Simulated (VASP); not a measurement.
A run of VASP 6.6.1 is set up as follows.

Contents of INCAR:

```
SYSTEM = TiSi2
  PREC = Accurate
  ENCUT = 520
  EDIFF = 1E-6
  ISMEAR = 0
  SIGMA = 0.15
  LREAL = .False.
  LASPH = .True.
  NELM = 100
  ALGO = Normal
  ISIF = 2
  LWAVE = .False.
  LCHARG = .True.
  LELF = .True.
  LVHAR = .True.
  NBANDS = 17
```

Contents of KPOINTS:

```
regular mesh
0
Gamma
  18 18 18
  0 0 0
```

Contents of POSCAR:

```
TiSi2
1.0
   -1.4918812718      1.7290134802      4.2450369792
    1.4918812718     -1.7290134802      4.2450369792
    1.4918812718      1.7290134802     -4.2450369792
Ti Si
1 2
Direct
    0.0000000000      0.0000000000      0.0000000000
    0.3490558154      0.3490558154      0.0000000000
    0.6509441846      0.6509441846      0.0000000000
```

Potentials or basis: VASP PAW LDA potentials, release 64 (Ti_sv, Si).

The run is started by

```console
$ cat potpaw_LDA.64/Ti_sv/POTCAR potpaw_LDA.64/Si/POTCAR > POTCAR
$ mpirun -np 1 vasp_std > vasp.out
```

Problem. Predict the band gap on the k mesh.

Solution. Zero (bands 10 and 11 overlap by 2.57 eV).

Problem. Estimate the largest force.

Solution. 1.082 eV/Å.

Problem. What does it give for the pressure?

Solution. -6.3 GPa.

Stress tensor (GPa, compression positive):
```
-6.91  0.00  0.00
 0.00 -4.14  0.00
 0.00  0.00 -7.92
```

Caveat: the cell differs from its parent crystal (atoms shifted along a free coordinate); the cell stands under tension; forces of over 1 eV/Å act on the atoms, so gaps and moduli don't describe the material at rest.
